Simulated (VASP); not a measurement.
Wanted: the native input for a VASP 6.6.1 run.

* Task: single point
* Functional: PBE
* Potentials or basis: VASP PAW PBE potentials, release 64 (Li_sv, Re)
* Cutoff: 520 eV
* k mesh: 7 × 7 × 7
* Occupations: methfessel-paxton, width 0.1 eV
* Spin: no spin polarisation
* Dipole correction: no
* Further INCAR settings: ALGO = Normal; EDIFF = 1e-06; NBANDS = 20

The structure of LiRe3 lies in POSCAR:

```
LiRe3
1.0
    0.0000000000      3.1062171890      3.1062171890
    3.1062171890      0.0000000000      3.1062171890
    3.1062171890      3.1062171890      0.0000000000
Li Re
1 3
Direct
    0.0000000000      0.0000000000      0.0000000000
    0.7500000000      0.7500000000      0.7500000000
    0.2500000000      0.2500000000      0.2500000000
    0.5000000000      0.5000000000      0.5000000000
```

These files were run (other wordings do the same):

INCAR

```
ALGO = Normal ; EDIFF = 1E-6
ENCUT = 520 ; GGA = PE
ISIF = 2 ; ISMEAR = 1
LASPH = True ; LCHARG = True
LELF = True ; LREAL = False
LVHAR = True ; LWAVE = False
NBANDS = 20 ; NELM = 100
PREC = Accurate ; SIGMA = 0.1
```

KPOINTS

```
k-points
0
Gamma
  7 7 7
```

Potentials or basis: VASP PAW PBE potentials, release 64 (Li_sv, Re).

Launch:

```console
$ cat potpaw_PBE.64/Li_sv/POTCAR potpaw_PBE.64/Re/POTCAR > POTCAR
$ mpirun -np 1 vasp_std > vasp.out
```

Results of the run:

```json
{
 "Band gap on the k mesh": "zero (band 12 reaches 7.67 eV, above the bottom of band 13 at 5.37 eV)"
}
```

Caveat: spin-orbit coupling is left out, which moves the levels of the heavy elements.

Wall time 35 s on 1 thread of Intel(R) Xeon(R) Platinum 8488C (Sapphire Rapids) (shared host), peak memory 0.2 GiB.
